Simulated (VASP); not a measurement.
# Sc (Fm-3m) in VASP: further runs, part 2 of 2

VASP 6.6.1.

## 3. Single point, PBE+U

INCAR reads:

```
SYSTEM = Sc
ALGO = Normal
EDIFF = 1E-7
ENCUT = 520
GGA = PE
ISIF = 2
ISMEAR = 1
LASPH = .TRUE.
LCHARG = .FALSE.
LDAU = .TRUE.
LDAUJ = 0
LDAUL = 2
LDAUPRINT = 1
LDAUTYPE = 2
LDAUU = 3
LMAXMIX = 4
LREAL = .FALSE.
LWAVE = .FALSE.
NBANDS = 12
NELM = 150
PREC = Accurate
SIGMA = 0.1
```

KPOINTS reads:

```
k-points
0
G
  8 8 8
  0 0 0
```

POSCAR reads:

```
Sc
1.0
    0.0000000000      2.3268462047      2.3268462047
    2.3268462047      0.0000000000      2.3268462047
    2.3268462047      2.3268462047      0.0000000000
Sc
1
Direct
    0.0000000000      0.0000000000      0.0000000000
```

Potentials or basis: VASP PAW PBE potentials, release 64 (Sc_sv).

Command:

```sh
> cat potpaw_PBE.64/Sc_sv/POTCAR > POTCAR
> mpirun -np 1 vasp_std > vasp.out
```

Run time: 7.8 s. Hardware: 1 thread of AMD EPYC 7R43 (Zen 3), shared host; peak memory 0.1 GiB.

It converged, with:

```
Free energy : -4.9680 eV
Pressure    : 4.3 GPa
```

Levels at points of the mesh, in eV from the Fermi level:
```csv
k point,band 2,band 3,band 4,band 5,band 6,band 7,band 8,band 9
"(0.00, 0.00, 0.00)",-28.90,-28.90,-28.90,-5.63,1.78,1.78,1.78,3.21
"(0.50, 0.00, 0.00)",-29.24,-28.94,-28.94,-1.89,-0.30,1.69,1.69,4.05
"(0.50, 0.50, 0.00)",-29.22,-29.02,-29.02,-1.46,-0.46,1.33,4.09,4.26
```

Eigenvalues of the final occupation matrices:
```csv
site,spin,trace,eigenvalues
site 1 d,1,0.40,0.07 0.07 0.09 0.09 0.09
site 1 d,2,0.40,0.07 0.07 0.09 0.09 0.09
```

Caveat: U without spin polarisation on a metal has little footing; the U is typed as a test and isn't derived for this compound.

## 4. Single point, PBEsol+D4, collinear spin, zero start

INCAR reads:

```
PREC = Accurate ; ENCUT = 520
EDIFF = 1E-6 ; ISMEAR = 0
SIGMA = 0.1 ; LREAL = F
LASPH = T ; NELM = 150
ALGO = Normal ; ISIF = 2
LWAVE = F ; LCHARG = F
ISPIN = 2 ; MAGMOM = 0
LORBIT = 11 ; LMAXMIX = 4
GGA = PS ; IVDW = 13
NBANDS = 16
```

KPOINTS reads:

```
regular mesh
0
Gamma
  8 8 8
```

POSCAR is that of step 3.

Potentials or basis: VASP PAW PBE potentials, release 64 (Sc_sv).

Command:

```sh
> cat potpaw_PBE.64/Sc_sv/POTCAR > POTCAR
> mpirun -np 1 vasp_std > vasp.out
```

OUTCAR:

```text
PREC = Accurate
   ENCUT = 520
   EDIFF = 1E-6
   ISMEAR = 0
   LREAL = F
   LASPH = T
   NELM = 150
   ISIF = 2
   ISPIN = 2
   LORBIT = 11
   GGA = PS
   IVDW = 13

 ion  position               nearest neighbor table
   1  0.000  0.000  0.000-

  LATTYP: Found a face centered cubic cell.
 ALAT       =     4.6536924094

  Lattice vectors:

 A1 = (   0.0000000000,   2.3268462047,   2.3268462047)
 A2 = (   2.3268462047,   0.0000000000,   2.3268462047)
 A3 = (   2.3268462047,   2.3268462047,   0.0000000000)

Analysis of symmetry for initial positions (statically):
[... 25 lines left out ...]
The dynamic configuration has the point symmetry O_h .

Analysis of structural, dynamic, and magnetic symmetry:
=====================================================================
 Subroutine PRICEL returns:
[... 7 lines left out ...]
 out of a pool of 48 trial point group operations.

The overall configuration has the point symmetry O_h .

 Subroutine INISYM returns: Found 48 space group operations
[... 5 lines left out ...]
                                     Primitive cell

  volume of cell :      25.1961

  direct lattice vectors                    reciprocal lattice vectors
[... 601 lines left out ...]

 spin component 2

 k-point     1 :       0.0000    0.0000    0.0000
  band No.  band energies     occupation
      1     -45.7761      1.00000
      2     -24.2902      1.00000
      3     -24.2902      1.00000
      4     -24.2902      1.00000
      5      -1.6480      1.00000
      6       5.0526      0.00000
[... 435 lines left out ...]
      5       2.6043      1.00000
      6       3.2090      1.00000
[... 8 lines left out ...]
     15      21.7058      0.00000
     16      24.8102      0.00000

 [... further k-points ...]

------------------------ aborting loop because EDIFF is reached ----------------------------------------

  DFT-D4 for vdW energy calculation

  Edisp (eV):   -0.15262

  FORCE on cell =-STRESS in cart. coord.  units (eV):
  Direction    XX          YY          ZZ          XY          YZ          ZX
  --------------------------------------------------------------------------------------
  -------------------------------------------------------------------------------------
  Total      -0.65488    -0.65488    -0.65488    -0.00000     0.00000     0.00000
  in kB     -41.64284   -41.64284   -41.64284    -0.00000     0.00000     0.00000
  external pressure =      -41.64 kB  Pullay stress =        0.00 kB

 VOLUME and BASIS-vectors are now :
 -----------------------------------------------------------------------------
  energy-cutoff  :      520.00
  volume of cell :       25.20
      direct lattice vectors                 reciprocal lattice vectors
     0.000000000  2.326846205  2.326846205    -0.214883132  0.214883132  0.214883132
     2.326846205  0.000000000  2.326846205     0.214883132 -0.214883132  0.214883132
     2.326846205  2.326846205  0.000000000     0.214883132  0.214883132 -0.214883132

 POSITION                                       TOTAL-FORCE (eV/Angst)
 -----------------------------------------------------------------------------------
      0.00000      0.00000      0.00000         0.000000      0.000000      0.000000
 -----------------------------------------------------------------------------------
    total drift:                               -0.000000      0.000000      0.000000

  FREE ENERGIE OF THE ION-ELECTRON SYSTEM (eV)
  ---------------------------------------------------
  free  energy   TOTEN  =        -6.6979081983 eV

  energy  without entropy=       -6.6849403040  energy(sigma->0) =       -6.69142425

 total charge

# of ion       s       p       d       tot
------------------------------------------
    1        2.274   6.095   1.001   9.370

 magnetization (x)

# of ion       s       p       d       tot
------------------------------------------
    1        0.000  -0.000  -0.000  -0.000
```

Wall time 9.1 s (1 thread of Intel Xeon Platinum 8488C (Sapphire Rapids), shared host); peak memory 0.15 GiB.

Results:

```yaml
Free_energy: -6.6979 eV
Pressure: -4.2 GPa
Net_moment: 0.00 μB per cell
Valence_electrons_inside_the_program's_atomic_spheres: Sc 9.37
Dispersion_energy_per_atom: -0.153 eV
```

Caveat: the PAW data sets were made with another functional, which shifts forces and pressure a little; pairwise dispersion overbinds metals, which lowers pressure and volume.

## 5. Relaxation of cell and atoms, PBE, target pressure 5 GPa, at which the enthalpy is minimised

INCAR reads:

```
PREC = Accurate
ENCUT = 600
EDIFF = 1E-6
ISMEAR = 0
SIGMA = 0.1
LREAL = False
LASPH = True
NELM = 100
ALGO = Normal
ISIF = 3
LWAVE = False
LCHARG = False
GGA = PE
IBRION = 2
NSW = 25
EDIFFG = -0.005
PSTRESS = 50.0
```

KPOINTS is that of step 4.

POSCAR is that of step 4.

Command:

```sh
> cat potpaw_PBE.64/Sc_sv/POTCAR > POTCAR
> mpirun -np 1 vasp_std > vasp.out
```

It took 14 s on 1 thread of Intel Xeon Platinum 8488C (Sapphire Rapids), shared host; peak memory 0.16 GiB.

The run converged. Its results:

```yaml
Free_energy: -6.1729 eV
Relaxed_volume: 22.59 Å³/atom
Relaxed_cell: a = 3.173 Å, b = 3.173 Å, c = 3.173 Å, α = 60.00°, β = 60.00°, γ = 60.00°
Space_group_after_relaxing_to_0.05_Å: Fm-3m (No. 225)
Energy_change_on_relaxing_the_enthalpy_is_what_falls: +29.3 meV/atom
Ionic_steps: 3
Pressure_after_relaxing: 5.0 GPa
```

Step by step:
| step | energy change (eV) | largest force (eV/Å) | pressure (GPa) | volume (Å³) |
| --- | --- | --- | --- | --- |
| 1 | 0.0000 | 0.0000 | -1.00 | 25.20 |
| 2 | 0.0548 | 0.0000 | 7.09 | 21.91 |
| 3 | 0.0293 | 0.0000 | 4.99 | 22.59 |

Final structure:
```xyz
1
Lattice="0.0000 2.2437 2.2437 2.2437 0.0000 2.2437 2.2437 2.2437 0.0000" Properties=species:S:1:pos:R:3 pbc="T T T"
Sc    0.0000    0.0000    0.0000
```

Levels at points of the mesh, in eV from the Fermi level:
```
           k point  band 1  band 2  band 3  band 4  band 5  band 6  band 7  band 8  band 9
(0.00, 0.00, 0.00)  -49.21  -27.57  -27.57  -27.57   -5.37    1.68    1.68    1.68    3.23
(0.50, 0.00, 0.00)  -49.13  -28.11  -27.64  -27.64   -1.89    0.38    1.55    1.55    4.24
(0.50, 0.50, 0.00)  -49.10  -28.07  -27.76  -27.76   -1.73   -0.77    2.22    4.23    4.50
```

Caveat: the cell is relaxed towards a set pressure, so the enthalpy falls and the energy may rise.

## 6. The runs side by side

```csv
task,level,spin,U,cell,cutoff (eV),smearing,gap on the mesh (eV),pressure (GPa)
single point,PBE+U,off,Sc d U = 2.1 eV,as given,520,gaussian 0.1 eV,none,2.8
single point,PBE+U,off,Sc d U = 3.0 eV,as given,520,methfessel-paxton 0.1 eV,none,4.3
single point,PBEsol+D4,"collinear, zero start",-,as given,520,gaussian 0.1 eV,none,-4.2
relaxation of cell and atoms,PBE,off,-,relaxed to 5 GPa,600,gaussian 0.1 eV,none,5.0
```

Alike in all rows: potentials or basis VASP PAW PBE potentials, release 64 (Sc_sv); k mesh 8 × 8 × 8.

Every run on the cell as given and a fine mesh finds a metal. The pressure there spans -4.2 GPa (PBEsol+D4) to 4.3 GPa (PBE+U); a positive pressure means that this level wants a larger cell, a negative one a smaller.

Caveats: U without spin polarisation on a metal has little footing (some runs); the U is typed as a test and isn't derived for this compound (some runs); the PAW data sets were made with another functional, which shifts forces and pressure a little (some runs); pairwise dispersion overbinds metals, which lowers pressure and volume (some runs); the cell is relaxed towards a set pressure, so the enthalpy falls and the energy may rise (some runs).

Absolute energies hang on the potentials; compare differences alone.
